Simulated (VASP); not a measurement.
**LiSi8O16 (a cell with a defect): single point with PBE**

The system is LiSi8O16 (a cell with a defect).

```xyz
25
Lattice="-4.1337 -4.1337 0.0000 4.1337 -4.1337 0.0000 0.0000 0.0000 5.3034" Properties=species:S:1:pos:R:3 pbc="T T T"
Si   -0.0093   -4.1450    0.0408
Si    2.0435   -2.0767    1.3464
Si   -0.0097   -4.2043    2.6563
Si    2.1852   -2.0662    4.0177
Si    0.0104    0.0070    0.0408
Si   -2.0424   -2.0613    1.3464
Si    0.0108    0.0663    2.6563
Si   -2.1841   -2.0718    4.0177
O     1.2238   -2.8419   -0.0138
O     0.8088   -0.8022    1.3642
O    -1.2324   -5.4130    0.0554
O     3.2799   -3.3534    1.3426
O     1.2472   -2.8725    2.7075
O     0.9043   -0.7139    4.0001
O    -1.2292   -5.4376    2.6541
O     3.3431   -3.3330    4.0108
O    -2.9002   -2.8587    0.0554
O     0.8549   -4.9183    1.3426
O    -1.2226   -1.2961   -0.0138
O    -0.8077   -3.3359    1.3642
O    -2.9034   -2.8341    2.6541
O     0.7917   -4.9387    4.0108
O    -1.2460   -1.2656    2.7075
O    -0.9032   -3.4241    4.0001
Li    0.0006   -2.0690    3.6631
```

* Program: VASP 6.6.1
* Task: single point
* Functional: PBE
* Potentials or basis: VASP PAW PBE potentials, release 64 (Si, O, Li_sv)
* Cutoff: 520 eV
* k mesh: 2 × 2 × 2
* Occupations: gaussian, width 0.02 eV
* Spin: no spin polarisation

```
Largest force : 0.229 eV/Å
```

Forces on the atoms (eV/Å):
```
Si  -0.009 -0.013 -0.003
Si  -0.032 -0.017  0.002
Si  -0.014 -0.014 -0.027
Si   0.043  0.027  0.006
Si   0.009  0.011 -0.003
Si   0.032  0.017  0.002
Si   0.014  0.015 -0.026
Si  -0.043 -0.027  0.006
O   -0.050  0.040 -0.053
O    0.020  0.010 -0.008
O    0.053 -0.034  0.047
O   -0.055 -0.024 -0.025
O   -0.049  0.013 -0.007
O    0.128  0.106 -0.001
O    0.025 -0.035 -0.026
O    0.006 -0.013 -0.019
O   -0.052  0.035  0.049
O    0.055  0.024 -0.026
O    0.050 -0.041 -0.053
O   -0.020 -0.010 -0.008
O   -0.025  0.036 -0.027
O   -0.006  0.011 -0.019
O    0.048 -0.013 -0.008
O   -0.128 -0.104 -0.001
Li   0.000 -0.001  0.229
```

Levels at points of the mesh, in eV from the Fermi level:
```tsv
k point	band 62	band 63	band 64	band 65	band 66	band 67	band 68	band 69
(0.00, 0.00, 0.00)	-1.72	-1.02	-0.95	-0.14	5.97	6.69	7.30	7.39
(0.50, 0.00, 0.00)	-1.66	-1.50	-1.01	-0.89	6.86	6.96	7.71	7.86
(0.00, 0.50, 0.00)	-1.59	-1.52	-1.00	-0.93	7.02	7.05	7.70	7.73
(0.50, 0.50, 0.00)	-1.31	-1.25	-1.10	-1.01	7.69	7.76	8.06	8.09
(0.00, 0.00, 0.50)	-1.55	-1.52	-1.08	-0.86	7.66	7.84	8.21	8.32
(0.50, 0.00, 0.50)	-1.23	-1.17	-1.03	-0.87	7.92	8.10	8.15	8.29
(0.00, 0.50, 0.50)	-1.20	-1.11	-0.99	-0.95	8.02	8.18	8.19	8.31
(0.50, 0.50, 0.50)	-1.52	-1.49	-1.41	-1.36	8.84	9.01	9.21	9.23
```

Run time: 3.8 min on 1 thread of Intel(R) Xeon(R) Platinum 8124M CPU @ 3.00GHz (Skylake/Cascade Lake) (shared host), peak memory 0.32 GiB.

Caveat: the k points lie up to 0.59 Å⁻¹ apart; the cell carries a net charge on a neutralising background, which shifts energy and pressure; the cell is charged against a uniform background, so pressure and absolute levels hang on convention.
